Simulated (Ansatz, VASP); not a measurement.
## Two plane-wave programs on Sb2Pt

```
Sb Pt
1.0
     6.44000    0.00000    0.00000
     0.00000    6.44000    0.00000
     0.00000    0.00000    6.44000
Sb Pt
8 4
Direct
  0.37447 0.37447 0.37447
  0.12553 0.62553 0.87447
  0.87447 0.12553 0.62553
  0.62553 0.87447 0.12553
  0.62553 0.62553 0.62553
  0.87447 0.37447 0.12553
  0.12553 0.87447 0.37447
  0.37447 0.12553 0.87447
  0.00000 0.00000 0.00000
  0.50000 0.00000 0.50000
  0.50000 0.50000 0.00000
  0.00000 0.50000 0.50000
```

Alike in both runs: functional PBE; k mesh 5 × 5 × 5; occupations fermi-dirac, width 0.05 eV; no spin polarisation.

Ansatz relaxed the structure, and its values are those at the end. VASP's run is a single point on that final structure, the one shown.

|  | VASP | Ansatz |
| --- | --- | --- |
| version | VASP 6.6.1 | Ansatz 0.2.0 |
| potentials or method | VASP PAW PBE potentials, release 64 (Sb, Pt) | plane-wave PAW, scalar-relativistic |
| plane-wave cutoff (eV) | 520 | 420 |
| valence electrons in the cell | 80 | 192 |

Ansatz gave:

* pressure (GPa): 6.2
* rms of the force components (eV/Å): 0.002

Problem. Which values does VASP return?

Solution. Pressure (GPa): 5.8; rms of the force components (eV/Å): 0.017.

VASP's potentials hold 80 valence electrons a cell and Ansatz's 192, so a difference there can come from the potentials and not from the codes. Ansatz's warnings: stress scf threshold loose.

Neither program's run includes spin-orbit coupling.
